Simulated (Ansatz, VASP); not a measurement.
# Hf in VASP and in Ansatz

```xyz
1
Lattice="0.0000 2.2088 2.2088 2.2088 0.0000 2.2088 2.2088 2.2088 0.0000" Properties=species:S:1:pos:R:3 pbc="T T T"
Hf    0.0000    0.0000    0.0000
```

Alike in both runs: task single point; functional PBEsol; k mesh 6 × 6 × 6; occupations gaussian, width 0.1 eV; no spin polarisation.

|  | VASP | Ansatz |
| --- | --- | --- |
| version | VASP 6.6.1 | Ansatz 0.2.0 |
| potentials or method | VASP PAW PBE potentials, release 64 (Hf_pv), cutoff 500 eV | scalar-relativistic, plane waves, PAW |
| valence electrons in the cell | 10 | 26 |

Ansatz gave:

| Item | Value |
| --- | --- |
| gap on the k mesh at the Fermi level (eV) | none |
| pressure (GPa) | 0.0 |

Question: Which values does VASP return?

Answer: gap on the k mesh at the Fermi level (eV): none; pressure (GPa): -0.5.

VASP's potentials were made for PBE, not for PBEsol, and Ansatz warns of the same on its side. A gap of «none» marks a metal or a gap that the smearing closes. VASP's potentials hold 10 valence electrons a cell and Ansatz's 26, so a difference there can come from the potentials and not from the codes.

The k mesh is coarse, so the values compare programs but aren't converged. Spin-orbit coupling is off throughout.
